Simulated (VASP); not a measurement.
# BN (Pnma) in VASP: G0W0 quasiparticle levels with PBEsol

Aim: the G0W0 quasiparticle levels of BN with PBEsol.

Program: VASP 6.6.1. These are calculated values, not measurements. Logs are shortened: lines on timing, memory, paths and dates and some standing lists are left out, and cuts for length are marked.

**1. The cell of the first run**

It takes space group Pnma (No. 62, orthorhombic). The conventional cell has a = 4.880 Å, b = 2.591 Å, c = 4.292 Å, α = 90.00°, β = 90.00°, γ = 90.00°. N (site symmetry m) has 4 B at 1.51 to 1.65 Å within 2.0 Å. B (site symmetry m) has 4 N at 1.51 to 1.65 Å within 2.0 Å.

**2. G0W0 quasiparticle levels, PBEsol**

File POSCAR:

```
BN
1.0
    4.8800890000      0.0000000000      0.0000000000
    0.0000000000      2.5914640000      0.0000000000
    0.0000000000      0.0000000000      4.2920490000
N B
4 4
Direct
    0.3211300000      0.7500000000      0.1064860000
    0.6788700000      0.2500000000      0.8935140000
    0.1788700000      0.2500000000      0.6064860000
    0.8211300000      0.7500000000      0.3935140000
    0.3404130000      0.2500000000      0.9070960000
    0.1595870000      0.7500000000      0.4070960000
    0.8404130000      0.2500000000      0.5929040000
    0.6595870000      0.7500000000      0.0929040000
```

File INCAR.step1:

```
SYSTEM = BN
  ALGO = Normal
  EDIFF = 1E-8
  ENCUT = 500
  GGA = PS
  ISMEAR = 0
  LASPH = .True.
  LCHARG = .False.
  LREAL = .False.
  LWAVE = .True.
  NELM = 80
  PREC = Accurate
  SIGMA = 0.01
```

File INCAR.step2:

```
SYSTEM = BN
  ALGO = Exact
  EDIFF = 1E-8
  ENCUT = 500
  GGA = PS
  ISMEAR = 0
  ISTART = 1
  LASPH = .True.
  LCHARG = .False.
  LOPTICS = .True.
  LREAL = .False.
  LWAVE = .True.
  NBANDS = 139
  NELM = 1
  PREC = Accurate
  SIGMA = 0.01
```

File INCAR.step3:

```
SYSTEM = BN
  ALGO = EVGW0
  EDIFF = 1E-8
  ENCUT = 500
  ENCUTGW = 100.0
  GGA = PS
  ISMEAR = 0
  ISTART = 1
  LASPH = .True.
  LCHARG = .False.
  LREAL = .False.
  LWAVE = .False.
  NBANDS = 139
  NBANDSGW = 24
  NELMGW = 1
  NOMEGA = 48
  PREC = Accurate
  PRECFOCK = Fast
  SIGMA = 0.01
```

File KPOINTS:

```
k-points
0
Gamma
  4 6 4
  0 0 0
```

Potentials or basis: VASP PAW PBE potentials, release 64 (N_GW, B_GW).

Run with:

```
cat potpaw_PBE.64/N_GW/POTCAR potpaw_PBE.64/B_GW/POTCAR > POTCAR
cp INCAR.step1 INCAR
mpirun -np 1 vasp_std > vasp.out
cp INCAR.step2 INCAR
mpirun -np 1 vasp_std > vasp.out
cp INCAR.step3 INCAR
mpirun -np 1 vasp_std > vasp.out
```

OUTCAR:

```text
SYSTEM = BN
   EDIFF = 1E-8
   ENCUT = 500
   ENCUTGW = 100.0
   GGA = PS
   ISMEAR = 0
   ISTART = 1
   LASPH = .True.
   LREAL = .False.
   NELMGW = 1
   PREC = Accurate
   PRECFOCK = Fast

 ion  position               nearest neighbor table
   1  0.321  0.750  0.106-   6 1.51   5 1.56   5 1.56   8 1.65
   2  0.679  0.250  0.894-   7 1.51   8 1.56   8 1.56   5 1.65
   3  0.179  0.250  0.606-   5 1.51   6 1.56   6 1.56   7 1.65
   4  0.821  0.750  0.394-   8 1.51   7 1.56   7 1.56   6 1.65
   5  0.340  0.250  0.907-   3 1.51   1 1.56   1 1.56   2 1.65
   6  0.160  0.750  0.407-   1 1.51   3 1.56   3 1.56   4 1.65
   7  0.840  0.250  0.593-   2 1.51   4 1.56   4 1.56   3 1.65
   8  0.660  0.750  0.093-   4 1.51   2 1.56   2 1.56   1 1.65

  LATTYP: Found a simple orthorhombic cell.
 ALAT       =     2.5914640000
 B/A-ratio  =     1.6562255929
 C/A-ratio  =     1.8831398005

  Lattice vectors:

 A1 = (   0.0000000000,   2.5914640000,   0.0000000000)
 A2 = (   0.0000000000,   0.0000000000,   4.2920490000)
 A3 = (   4.8800890000,   0.0000000000,   0.0000000000)

Analysis of symmetry for initial positions (statically):
=====================================================================
 Subroutine PRICEL returns:
 Original cell was already a primitive cell.

 Routine SETGRP: Setting up the symmetry group for a
 simple orthorhombic supercell.

 Subroutine GETGRP returns: Found  8 space group operations
 (whereof  2 operations were pure point group operations)
 out of a pool of  8 trial point group operations.

The static configuration has the point symmetry S_2 .
 The point group associated with its full space group is D_2h.

Analysis of symmetry for dynamics (positions and initial velocities):
=====================================================================
 Subroutine PRICEL returns:
 Original cell was already a primitive cell.

 Routine SETGRP: Setting up the symmetry group for a
 simple orthorhombic supercell.

 Subroutine GETGRP returns: Found  8 space group operations
 (whereof  2 operations were pure point group operations)
 out of a pool of  8 trial point group operations.

The dynamic configuration has the point symmetry S_2 .
 The point group associated with its full space group is D_2h.

 Subroutine INISYM returns: Found  8 space group operations
 (whereof  2 operations are pure point group operations),
 and found     1 'primitive' translations

----------------------------------------------------------------------------------------

                                     Primitive cell

  volume of cell :      54.2797

  direct lattice vectors                    reciprocal lattice vectors
     4.880089000  0.000000000  0.000000000     0.204914296  0.000000000  0.000000000
     0.000000000  2.591464000  0.000000000     0.000000000  0.385882266  0.000000000
     0.000000000  0.000000000  4.292049000     0.000000000  0.000000000  0.232988952

  length of vectors
     4.880089000  2.591464000  4.292049000     0.204914296  0.385882266  0.232988952

  position of ions in fractional coordinates (direct lattice)
     0.321130000  0.750000000  0.106486000
     0.678870000  0.250000000  0.893514000
     0.178870000  0.250000000  0.606486000
     0.821130000  0.750000000  0.393514000
     0.340413000  0.250000000  0.907096000
     0.159587000  0.750000000  0.407096000
     0.840413000  0.250000000  0.592904000
     0.659587000  0.750000000  0.092904000

  ion indices of the primitive-cell ions
   primitive index   ion index
                 1           1
                 2           2
                 3           3
                 4           4
                 5           5
                 6           6
                 7           7
                 8           8

----------------------------------------------------------------------------------------

 KPOINTS: k-points

Automatic generation of k-mesh.
 Grid dimensions read from file:
 generate k-points for:    4    6    4

 Generating k-lattice:

  Cartesian coordinates                     Fractional coordinates (reciprocal lattice)
     0.051228574  0.000000000  0.000000000     0.250000000  0.000000000  0.000000000
     0.000000000  0.064313711  0.000000000     0.000000000  0.166666667  0.000000000
     0.000000000  0.000000000  0.058247238     0.000000000  0.000000000  0.250000000

  Length of vectors
     0.051228574  0.064313711  0.058247238

  Shift w.r.t. Gamma in fractional coordinates (k-lattice)
     0.000000000  0.000000000  0.000000000

 Subroutine IBZKPT returns following result:
 ===========================================

 Found     36 irreducible k-points:

 Following reciprocal coordinates:
            Coordinates               Weight
  0.000000  0.000000  0.000000      1.000000
  0.250000  0.000000  0.000000      2.000000
  0.500000  0.000000  0.000000      1.000000
  0.000000  0.166667  0.000000      2.000000
  0.250000  0.166667  0.000000      4.000000
  0.500000  0.166667  0.000000      2.000000
[... 16 lines left out ...]
  0.250000  0.500000  0.250000      4.000000
  0.500000  0.500000  0.250000      2.000000
 [... further k-points ...]
   k-points           NKPTS =     36   k-points in BZ     NKDIM =     96   number of bands    NBANDS=    139
   number of dos      NEDOS =    301   number of ions     NIONS =      8
   total plane-waves  NPLWV =  23040
   dimension x,y,z NGX =    36 NGY =   20 NGZ =   32
   dimension x,y,z NGXF=    72 NGYF=   40 NGZF=   64
   ions per type =               4   4
   NGX,Y,Z   is equivalent  to a cutoff of  12.26, 12.83, 12.39 a.u.
   NGXF,Y,Z  is equivalent  to a cutoff of  24.53, 25.66, 24.79 a.u.
 SYSTEM =  BN
   PREC   = accura    normal or accurate (medium, high low for compatibility)
   ISTART =      1    job   : 0-new  1-cont  2-samecut
   ICHARG =      0    charge: 1-file 2-atom 10-const
   ISPIN  =      1    spin polarized calculation?
   LNONCOLLINEAR =      F non collinear calculations
   LSORBIT =      F    spin-orbit coupling
   LASPH  =      T    aspherical Exc in radial PAW
   ENCUT  =  500.0 eV  36.75 Ry    6.06 a.u.   8.90  4.72  7.83*2*pi/ulx,y,z
   NELM   =     60;   NELMIN=  2; NELMDL=  0     # of ELM steps
   EDIFF  = 0.1E-07   stopping-criterion for ELM
   LREAL  =      F    real-space projection
   EDIFFG = 0.1E-06   stopping-criterion for IOM
   NSW    =      0    number of steps for IOM
   IBRION =     -1    ionic relax: 0-MD 1-quasi-New 2-CG
   NFREE  =      0    steps in history (QN), initial steepest desc. (CG)
   ISIF   =      0    stress and relaxation
   ISYM   =      3    0-nonsym 1-usesym 2-fastsym
   POTIM  = 0.5000    time-step for ionic-motion
   TEBEG  =    0.0;   TEEND  =   0.0 temperature during run
   PSTRESS=    0.0 pullay stress
   NELECT =      32.0000    total number of electrons
   NUPDOWN=      -1.0000    fix difference up-down
   EMIN   =  10.00;   EMAX   =-10.00  energy-range for DOS
   EFERMI =   0.00;   METHOD = LEGACY
   ISMEAR =     0;   SIGMA  =   0.01  broadening in eV -4-tet -1-fermi 0-gaus
   EFERMI_NEDOS =   21; number of points for ismear=-14 and -15
   IALGO  =     38    algorithm
   IMIX   =      4    mixing-type and parameters
     AMIX     =   0.40;   BMIX     =  1.00
     AMIX_MAG =   1.60;   BMIX_MAG =  1.00
  volume/ion in A,a.u.               =       6.78        45.79
  Fermi-wavevector in a.u.,A,eV,Ry     =   1.372711  2.594047 25.637923  1.884334
  Thomas-Fermi vector in A             =   2.498293
   LORBIT       =      0    0 simple, 1 ext, 2 COOP (PROOUT), +10 PAW based schemes
   GGA     = PS    functional components
   LHFCALC =     T    Hartree Fock is set to
   PRECFOCK=fast      Normal, Fast or Accurate (Low or Medium for compatibility)
   ENCUT4O =  -1.0   cutoff for four orbital integrals eV
   NKREDX  =     1    reduce k-point grid by
   NKREDY  =     1    reduce k-point grid by
   NKREDZ  =     1    reduce k-point grid by
   AEXX    =    1.0000 exact exchange contribution
   HFSCREEN=    0.0000 screening length (either q_TF or 0.3 A-1)
   HFSCREENC=   0.0000 screening length for correlation (either q_TF or 0.3 A-1)
   ENCUTFOCK=  -1.0 apply spherical cutoff to Coloumb kernel
   IVDW    =     0    specifies the selected vdW correction
   LEPSILON=     F    determine dielectric tensor
   LRPA    =     F    only Hartree local field effects (RPA)
   LRPAFORCE           =     F    calculate RPA forces
   ENCUTGW             = 100.0    cutoff for response function in eV
   ENCUTGWSOFT         =  80.0    soft cutoff for Coulomb kernel in GW response function in eV
   ENCUTLF             =  -1.0    cutoff for local field effects
   NELMGW              =     1    number of iterations in solving QP/BSE equation
   NELMHF              =     1    number of iterations in the inner HF iteration
   NKREDLFX            =     1    NKREDLFY  =   1   NKREDLFZ  =   1
 non-spin polarized calculation
 Gauss-broadening in eV      SIGMA  =   0.01
  energy-cutoff  :      500.00
  volume of cell :       54.28
 maximum number of plane-waves:      1412
 NGX is ok and might be reduce to    36
  NGX = 24; NGY = 12; NGZ = 20
   NGX = 17   NGY =  9   NGZ = 15
 maximum number of plane-waves:       140
 NGX is ok and might be reduce to    18

 QP shifts <psi_nk| G(iteration)W_0 |psi_nk>: iteration 1
 for sc-GW calculations column KS-energies equals QP-energies in previous step
 and V_xc(KS)=  KS-energies - (<T + V_ion + V_H > + <T+V_H+V_ion>^1  + <V_x>^1)

 k-point   1 :       0.0000    0.0000    0.0000
  band No.  KS-energies  QP-energies   sigma(KS)   V_xc(KS)     V^pw_x(r,r')   Z            occupation Imag(sigma)

      1     -14.0194     -15.7841     -17.8816     -15.5791     -26.4444       0.7664       2.0000       1.4391
      2     -11.4309     -12.9257     -18.3899     -16.4496     -26.4328       0.7704       2.0000       1.1121
      3     -10.4040     -11.9238     -18.4180     -16.4059     -26.4522       0.7553       2.0000       0.9879
      4      -8.6324     -10.0077     -18.7071     -16.8729     -26.3431       0.7498       2.0000       0.7690
      5      -3.2295      -4.4976     -17.1908     -15.5364     -22.3030       0.7666       2.0000       0.2356
      6      -2.6030      -3.9351     -17.0871     -15.3531     -22.0665       0.7683       2.0000       0.2154
[... 16 lines left out ...]
     23      14.5456      16.1604     -11.5303     -13.4844      -6.6241       0.8263       0.0000      -0.1057
     24      15.8066      17.6098     -12.5028     -14.7005      -7.5809       0.8205       0.0000      -0.1111

 k-point   2 :       0.2500    0.0000    0.0000
  band No.  KS-energies  QP-energies   sigma(KS)   V_xc(KS)     V^pw_x(r,r')   Z            occupation Imag(sigma)

      1     -13.7908     -15.5373     -17.9118     -15.6379     -26.4341       0.7681       2.0000       1.4134
      2     -12.1814     -13.7730     -18.1885     -16.1204     -26.4139       0.7696       2.0000       1.2114
      3      -9.7572     -11.1983     -18.5975     -16.6902     -26.4691       0.7556       2.0000       0.9084
      4      -8.7101     -10.0847     -18.7466     -16.9153     -26.4107       0.7506       2.0000       0.7823
      5      -3.4287      -4.7185     -17.1548     -15.4698     -22.2995       0.7655       2.0000       0.2409
      6      -3.3800      -4.6869     -16.8094     -15.1027     -21.8420       0.7657       2.0000       0.2365
[... 16 lines left out ...]
     23      15.4884      17.0620     -12.4208     -14.3437      -7.4276       0.8184       0.0000      -0.1164
     24      15.4884      17.0620     -12.4208     -14.3437      -7.4276       0.8184       0.0000      -0.1164
[... 586 lines left out ...]
     23      17.1908      18.7087     -11.7665     -13.6274      -6.5636       0.8157       0.0000      -0.1356
     24      17.1908      18.7087     -11.7665     -13.6274      -6.5636       0.8157       0.0000      -0.1356

 k-point  24 :       0.5000    0.5000    0.2500
  band No.  KS-energies  QP-energies   sigma(KS)   V_xc(KS)     V^pw_x(r,r')   Z            occupation Imag(sigma)

      1      -9.8474     -11.2708     -18.6042     -16.7266     -26.4346       0.7581       2.0000       0.9155
      2      -9.8474     -11.2708     -18.6042     -16.7266     -26.4346       0.7581       2.0000       0.9155
      3      -9.8474     -11.2708     -18.6042     -16.7266     -26.4346       0.7581       2.0000       0.9155
      4      -9.8474     -11.2708     -18.6042     -16.7266     -26.4346       0.7581       2.0000       0.9155
      5      -3.2344      -4.5101     -17.0017     -15.3388     -22.0335       0.7672       2.0000       0.2302
      6      -3.2344      -4.5101     -17.0017     -15.3388     -22.0335       0.7672       2.0000       0.2302
[... 16 lines left out ...]
     23      16.4473      18.0304     -12.2817     -14.2368      -7.0317       0.8098       0.0000      -0.1353
     24      16.4473      18.0304     -12.2817     -14.2368      -7.0317       0.8098       0.0000      -0.1353

 [... further k-points ...]
```

Wall time 45 min (1 thread of Intel Xeon 8259CL, shared host); peak memory 1.6 GiB.

Results:

```yaml
Quasiparticle_gap: 7.21 eV
Least_direct_quasiparticle_gap: 7.79 eV
Band_gap_of_the_starting_levels_on_the_mesh: 5.64 eV
Least_direct_gap_of_the_starting_levels_on_the_mesh: 6.10 eV
```

Caveat: the k points lie up to 0.40 Å⁻¹ apart; bands, screening cutoff and mesh are small and nothing is extrapolated, so the quasiparticle values aren't converged.
